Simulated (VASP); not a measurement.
A run of VASP 6.6.1:

File INCAR:

```
SYSTEM = ZnMo3
PREC     = Accurate       ! precision mode
ENCUT    = 520            ! plane-wave cutoff, eV
EDIFF    = 1E-6           ! SCF threshold, eV
ISMEAR   = -1             ! smearing method
SIGMA    = 0.05           ! smearing width, eV
LREAL    = .False.        ! projectors in reciprocal space
LASPH    = .True.         ! aspherical terms in the spheres
NELM     = 60             ! most SCF steps
ALGO     = Normal         ! electronic algorithm
ISIF     = 2              ! what is computed and relaxed
LWAVE    = .False.        ! write WAVECAR
LCHARG   = .True.         ! write CHGCAR
GGA      = PE             ! functional
LELF     = .True.         ! ELF
LVHAR    = .True.       
NBANDS   = 35             ! bands
```

The input KPOINTS:

```
regular mesh
0
Gamma
  7 7 7
  0 0 0
```

File POSCAR:

```
ZnMo3
1.0
    3.8898616023      0.0000000000      0.0000000000
    0.0000000000      3.8898616023      0.0000000000
    0.0000000000      0.0000000000      3.8898616023
Mo Zn
3 1
Direct
    0.5000000000      0.5000000000      0.0000000000
    0.5000000000      0.0000000000      0.5000000000
    0.0000000000      0.5000000000      0.5000000000
    0.0000000000      0.0000000000      0.0000000000
```

Potentials or basis: VASP PAW PBE potentials, release 64 (Mo_sv, Zn).

Run with:

```console
$ cat potpaw_PBE.64/Mo_sv/POTCAR potpaw_PBE.64/Zn/POTCAR > POTCAR
$ mpirun -np 1 vasp_std > vasp.out
```

Hardware: 1 thread of Intel(R) Xeon(R) Platinum 8559C (Emerald Rapids), with other jobs on the host.

Q: How long does it take, and how much memory?

A: Wall time 28 s on 1 thread of Intel(R) Xeon(R) Platinum 8559C (Emerald Rapids), on a shared host, peak memory 0.18 GiB. Counts: scf iterations 14, k points 20.
